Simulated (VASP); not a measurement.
# MnHg (P4/mmm) in VASP: a series of runs

MnHg is run at these levels: PBE; tasks: single point.

Program: VASP 6.6.1. These are calculated values, not measurements. Logs are shortened: lines on timing, memory, paths and dates and some standing lists are left out, and cuts for length are marked.

## (1) The cell of the first run

It takes space group P4/mmm (No. 123, tetragonal). Conventional cell: a = 3.349 Å, b = 3.349 Å, c = 3.249 Å, α = 90.00°, β = 90.00°, γ = 90.00°. Within 3.8 Å of Mn (site symmetry 4/mmm) lie 8 Hg at 2.87 Å and 6 Mn at 3.25 to 3.35 Å. Within 3.8 Å of Hg (site symmetry 4/mmm) lie 8 Mn at 2.87 Å and 6 Hg at 3.25 to 3.35 Å.

## (2) Single point, PBE, collinear spin, ferromagnetic start (stretched by -2 % along [0.0, 0.0, 1.0] at fixed volume)

INCAR reads:

```
PREC = Accurate
ENCUT = 520
EDIFF = 1E-6
ISMEAR = -1
SIGMA = 0.1
LREAL = F
LASPH = T
NELM = 150
ALGO = Normal
ISIF = 2
LWAVE = F
LCHARG = F
ISPIN = 2
MAGMOM = 4 0
LORBIT = 11
LMAXMIX = 4
GGA = PE
NBANDS = 24
```

KPOINTS reads:

```
regular mesh
0
Gamma
  9 9 9
```

POSCAR reads:

```
MnHg
1.0
    3.3486556853      0.0000000000      0.0000000000
    0.0000000000      3.3486556853      0.0000000000
    0.0000000000      0.0000000000      3.2487000000
Mn Hg
1 1
Direct
    0.5000000000      0.5000000000      0.5000000000
    0.0000000000      0.0000000000      0.0000000000
```

Potentials or basis: VASP PAW PBE potentials, release 64 (Mn_pv, Hg).

Run with:

```sh
cat potpaw_PBE.64/Mn_pv/POTCAR potpaw_PBE.64/Hg/POTCAR > POTCAR
mpirun -np 1 vasp_std > vasp.out
```

OUTCAR:

```text
PREC = Accurate
   ENCUT = 520
   EDIFF = 1E-6
   ISMEAR = -1
   LREAL = F
   LASPH = T
   NELM = 150
   ISIF = 2
   ISPIN = 2
   LORBIT = 11
   GGA = PE

 ion  position               nearest neighbor table
   1  0.500  0.500  0.500-   2 2.87   2 2.87   2 2.87   2 2.87   2 2.87   2 2.87   2 2.87   2 2.87

   2  0.000  0.000  0.000-   1 2.87   1 2.87   1 2.87   1 2.87   1 2.87   1 2.87   1 2.87   1 2.87

  LATTYP: Found a simple tetragonal cell.
 ALAT       =     3.3486556853
 C/A-ratio  =     0.9701505038

  Lattice vectors:

 A1 = (   3.3486556853,   0.0000000000,   0.0000000000)
 A2 = (   0.0000000000,   3.3486556853,   0.0000000000)
 A3 = (   0.0000000000,   0.0000000000,   3.2487000000)

Analysis of symmetry for initial positions (statically):
=====================================================================
 Subroutine PRICEL returns:
 Original cell was already a primitive cell.

 Routine SETGRP: Setting up the symmetry group for a
 simple tetragonal supercell.

 Subroutine GETGRP returns: Found 16 space group operations
 (whereof 16 operations were pure point group operations)
 out of a pool of 16 trial point group operations.

The static configuration has the point symmetry D_4h.

Analysis of symmetry for dynamics (positions and initial velocities):
=====================================================================
 Subroutine PRICEL returns:
 Original cell was already a primitive cell.

 Routine SETGRP: Setting up the symmetry group for a
 simple tetragonal supercell.

 Subroutine GETGRP returns: Found 16 space group operations
 (whereof 16 operations were pure point group operations)
 out of a pool of 16 trial point group operations.

The dynamic configuration has the point symmetry D_4h.

Analysis of structural, dynamic, and magnetic symmetry:
=====================================================================
 Subroutine PRICEL returns:
 Original cell was already a primitive cell.

 Routine SETGRP: Setting up the symmetry group for a
 simple tetragonal supercell.

 Subroutine GETGRP returns: Found 16 space group operations
 (whereof 16 operations were pure point group operations)
 out of a pool of 16 trial point group operations.

The overall configuration has the point symmetry D_4h.

 Subroutine INISYM returns: Found 16 space group operations
[... 114 lines left out ...]
   IALGO  =     38    algorithm
   IMIX   =      4    mixing-type and parameters
     AMIX     =   0.40;   BMIX     =  1.00
     AMIX_MAG =   1.60;   BMIX_MAG =  1.00
  volume/ion in A,a.u.               =      18.21       122.92
  Fermi-wavevector in a.u.,A,eV,Ry     =   1.444014  2.728790 28.370534  2.085175
  Thomas-Fermi vector in A             =   2.562356
   LORBIT       =     11    0 simple, 1 ext, 2 COOP (PROOUT), +10 PAW based schemes
   GGA     = PE    functional components
   LHFCALC =     F    Hartree Fock is set to
   AEXX    =    0.0000 exact exchange contribution
   IVDW    =     0    specifies the selected vdW correction
   LEPSILON=     F    determine dielectric tensor
   LRPA    =     F    only Hartree local field effects (RPA)
 spin polarized calculation
  energy-cutoff  :      520.00
  volume of cell :       36.43
 maximum number of plane-waves:       994
 NGX is ok and might be reduce to    28
   NGX = 13   NGY = 13   NGZ = 13

 number of electron      25.0000013 magnetization       3.8587493

 Free energy of the ion-electron system (eV)
  ---------------------------------------------------
  ext. energy  EPLUGINS =         0.00000000
  ---------------------------------------------------
  free energy    TOTEN  =        -8.51541269 eV

  energy without entropy =       -8.46083305  energy(sigma->0) =       -8.48812287

 E-fermi :   5.5237     XC(G=0): -11.6834

 val. band max:        5.5156578471   @ k =   0.2222   0.0000   0.3333
 cond. band min:       5.5270513602   @ k =   0.2222   0.1111   0.3333
 fundamental gap:      0.0113935130
 Fermi energy:         5.5237369286

 spin component 1

 k-point     1 :       0.0000    0.0000    0.0000
  band No.  band energies     occupation
      1     -44.5971      1.00000
      2     -44.5971      1.00000
      3     -44.5753      1.00000
      4      -4.1188      1.00000
      5      -2.7691      1.00000
      6      -2.7201      1.00000
[... 637 lines left out ...]
     23      21.1673      0.00000
     24      24.7109      0.00000

 [... further k-points ...]

 spin component 2

 k-point     1 :       0.0000    0.0000    0.0000
  band No.  band energies     occupation
      1     -40.5895      1.00000
      2     -40.5895      1.00000
      3     -40.5767      1.00000
      4      -3.9164      1.00000
      5      -2.7614      1.00000
      6      -2.7036      1.00000
[... 637 lines left out ...]
     23      21.4597      0.00000
     24      25.0930      0.00000

 [... further k-points ...]

------------------------ aborting loop because EDIFF is reached ----------------------------------------

  FORCE on cell =-STRESS in cart. coord.  units (eV):
  Direction    XX          YY          ZZ          XY          YZ          ZX
  --------------------------------------------------------------------------------------
  -------------------------------------------------------------------------------------
  Total        0.1208776      0.1208776      0.1605871      0.0000000      0.0000000      0.0000000
  in kB        5.3162552      5.3162552      7.0626965      0.0000000      0.0000000      0.0000000
  external PRESSURE =       5.8984023 kB  Pullay stress =       0.0000000 kB

 VOLUME and BASIS-vectors are now :
 -----------------------------------------------------------------------------
  energy-cutoff  :      520.00
  volume of cell :       36.43
      direct lattice vectors                 reciprocal lattice vectors
     3.348655685  0.000000000  0.000000000     0.298627298  0.000000000  0.000000000
     0.000000000  3.348655685  0.000000000     0.000000000  0.298627298  0.000000000
     0.000000000  0.000000000  3.248700000     0.000000000  0.000000000  0.307815434

 POSITION                                       TOTAL-FORCE (eV/Angst)
 -----------------------------------------------------------------------------------
      1.67433      1.67433      1.62435         0.000000      0.000000      0.000000
      0.00000      0.00000      0.00000         0.000000      0.000000      0.000000
 -----------------------------------------------------------------------------------
    total drift:                                0.000000      0.000000      0.000000

  FREE ENERGIE OF THE ION-ELECTRON SYSTEM (eV)
  ---------------------------------------------------
  free  energy   TOTEN  =        -8.5154126896 eV

  energy  without entropy=       -8.4608330532  energy(sigma->0) =       -8.48812287

 total charge

# of ion       s       p       d       tot
------------------------------------------
    1        0.250   6.171   4.985  11.407
    2        0.816   0.514   9.257  10.587
--------------------------------------------------
tot          1.066   6.685  14.242  21.994

 magnetization (x)

# of ion       s       p       d       tot
------------------------------------------
    1        0.027   0.014   3.745   3.786
    2       -0.044  -0.061   0.046  -0.059
--------------------------------------------------
tot         -0.016  -0.047   3.790   3.727
```

stdout:

```text
POSCAR found type information on POSCAR MnHg
 POSCAR found :  2 types and       2 ions
 scaLAPACK will be used
 LDA part: xc-table for (Slater+PW92), standard interpolation
 POSCAR, INCAR and KPOINTS ok, starting setup
 FFT: planning ... GRIDC
 FFT: planning ... GRID_SOFT
 FFT: planning ... GRID
 WAVECAR not read
 entering main loop
```

Wall time 86 s (1 thread of Oxide Virtual Turin-like, shared host); peak memory 0.2 GiB.

What came out:

| Quantity | Value |
| --- | --- |
| Free energy | -8.5154 eV |
| Pressure | 0.6 GPa |
| Net moment | 3.86 μB per cell |
| Site moments | Mn +3.79; Hg -0.06 μB |
| Valence electrons inside the program's atomic spheres | Mn 11.41; Hg 10.59 |

Caveat: spin-orbit coupling is left out, which moves the levels of the heavy elements.

## (3) Single point, PBE, collinear spin, ferromagnetic start (stretched by -2 % along [0.0, 0.0, 1.0] at fixed volume)

INCAR reads:

```
ALGO     = Normal         # electronic algorithm
EDIFF    = 1E-7           # SCF threshold, eV
ENCUT    = 520            # plane-wave cutoff, eV
GGA      = PE             # functional
ISIF     = 2              # what is computed and relaxed
ISMEAR   = -1             # smearing method
ISPIN    = 2              # spin polarisation
LASPH    = T              # aspherical terms in the spheres
LCHARG   = F              # write CHGCAR
LMAXMIX  = 4              # l up to which the mixer works
LORBIT   = 11             # projections on sites
LREAL    = F              # projectors in reciprocal space
LWAVE    = F              # write WAVECAR
MAGMOM   = 3.8 0          # initial moments
NBANDS   = 24             # bands
NELM     = 150            # most SCF steps
PREC     = Accurate       # precision mode
SIGMA    = 0.1            # smearing width, eV
```

KPOINTS reads:

```
k-points
0
Gamma
  9 9 9
```

POSCAR is that of step 2.

Potentials or basis: VASP PAW PBE potentials, release 64 (Mn_pv, Hg).

Run with:

```sh
cat potpaw_PBE.64/Mn_pv/POTCAR potpaw_PBE.64/Hg/POTCAR > POTCAR
mpirun -np 1 vasp_std > vasp.out
```

Run time: 95 s. Hardware: 1 thread of Oxide Virtual Turin-like, shared host; peak memory 0.2 GiB.

The run converged. Its results:

* Free energy: -8.5154 eV
* Pressure: 0.6 GPa
* Net moment: 3.86 μB per cell
* Site moments: Mn +3.79; Hg -0.06 μB
* Valence electrons inside the program's atomic spheres: Mn 11.41; Hg 10.59

Stress tensor (GPa, compression positive):
```
0.53 0.00 0.00
0.00 0.53 0.00
0.00 0.00 0.71
```

Levels at points of the mesh, in eV from the Fermi level:
Spin up:
| k point | band 11 | band 12 | band 13 | band 14 | band 15 | band 16 | band 17 | band 18 |
| --- | --- | --- | --- | --- | --- | --- | --- | --- |
| (0.00, 0.00, 0.00) | -2.86 | -2.04 | -2.03 | -2.03 | 4.61 | 4.61 | 5.48 | 8.51 |
Spin down:
```tsv
k point	band 9	band 10	band 11	band 12	band 13	band 14
(0.00, 0.00, 0.00)	-7.05	0.27	0.35	1.46	1.51	1.51
```

Caveat: spin-orbit coupling is left out, which moves the levels of the heavy elements.
